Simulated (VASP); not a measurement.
Input of a VASP 6.6.1 run:

Contents of INCAR:

```
SYSTEM = BN
PREC = Accurate
ENCUT = 520
EDIFF = 1E-7
ISMEAR = 0
SIGMA = 0.05
LREAL = .FALSE.
LASPH = .TRUE.
NELM = 60
ALGO = Normal
ISIF = 2
LWAVE = .FALSE.
LCHARG = .TRUE.
GGA = PS
LELF = .TRUE.
LVHAR = .TRUE.
NBANDS = 16
```

File KPOINTS:

```
regular mesh
0
G
  12 12 4
  0 0 0
```

POSCAR

```
BN
1.0
    2.5645351314      0.0000000000      0.0000000000
   -1.2822675658      2.2209525727      0.0000000000
    0.0000000000      0.0000000000      6.8655170004
B N
2 2
Direct
    0.3333333333      0.6666666667      0.2500000000
    0.6666666667      0.3333333333      0.7500000000
    0.3333333333      0.6666666667      0.7500000000
    0.6666666667      0.3333333333      0.2500000000
```

Potentials or basis: VASP PAW PBE potentials, release 64 (B, N).

The run is started by

```bash
$ cat potpaw_PBE.64/B/POTCAR potpaw_PBE.64/N/POTCAR > POTCAR
$ mpirun -np 1 vasp_std > vasp.out
```

What does it give for the pressure?

-14.6 GPa.

Predict the band gap on the k mesh.

4.10 eV, indirect (least direct gap 4.41 eV).

Stress tensor (GPa, compression positive):
```
-21.95   0.00   0.00
  0.00 -21.95   0.00
  0.00   0.00   0.06
```

Caveat: the PAW data sets were made with another functional, which shifts forces and pressure a little; this functional lacks dispersion, which binds the layers, so the pressure and a relaxed spacing across them are unreliable. A k mesh can miss the band edges.
